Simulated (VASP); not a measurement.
Crystal: Ge.

```
Ge
1.0
     3.00765    0.00000    0.00000
    -1.50383    2.60470    0.00000
     0.00000    0.00000    4.91150
Ge
2
Direct
  0.33333 0.66667 0.25000
  0.66667 0.33333 0.75000
```

This isn't the form of Ge at room conditions, which is diamond.

```yaml
Program: VASP 6.6.1
Task: relaxation of cell and atoms
Functional: LDA
Potentials_or_basis: VASP PAW LDA potentials, release 64 (Ge_d)
Cutoff: 600 eV
k_mesh: 12 × 12 × 7
Occupations: fermi-dirac, width 0.1 eV
Spin: no spin polarisation
```

At the start: pressure -4.8 GPa; volume 19.24 Å³/atom.

Question: Where does the relaxation end?

Answer: Over 10 steps the energy falls by 27.5 meV/atom and the volume is 17.99 Å³/atom (-6.5 %); space group P6_3/mmc (No. 194, to 0.1 Å) before and after.

Step by step:
```
step  energy change (eV)  largest force (eV/Å)  pressure (GPa)  volume (Å³)
   1              0.0000                0.0000           -4.75        38.48
   2             -0.0459                0.0000            1.02        35.38
   3             -0.0466                0.0000            0.30        35.69
   4             -0.0518                0.0000            0.55        35.71
   5             -0.0545                0.0000            0.63        35.71
   6             -0.0546                0.0000            0.52        35.71
   7             -0.0549                0.0000           -0.36        36.09
   8             -0.0550                0.0000            0.20        35.96
   9             -0.0550                0.0000           -0.18        36.00
  10             -0.0550                0.0000           -0.01        35.98
```

Final structure:
```
CELL_PARAMETERS angstrom
2.99198 0.00000 0.00000
-1.49599 2.59113 0.00000
0.00000 0.00000 4.64100
ATOMIC_POSITIONS crystal
Ge 0.33333 0.66667 0.25000
Ge 0.66667 0.33333 0.75000
```
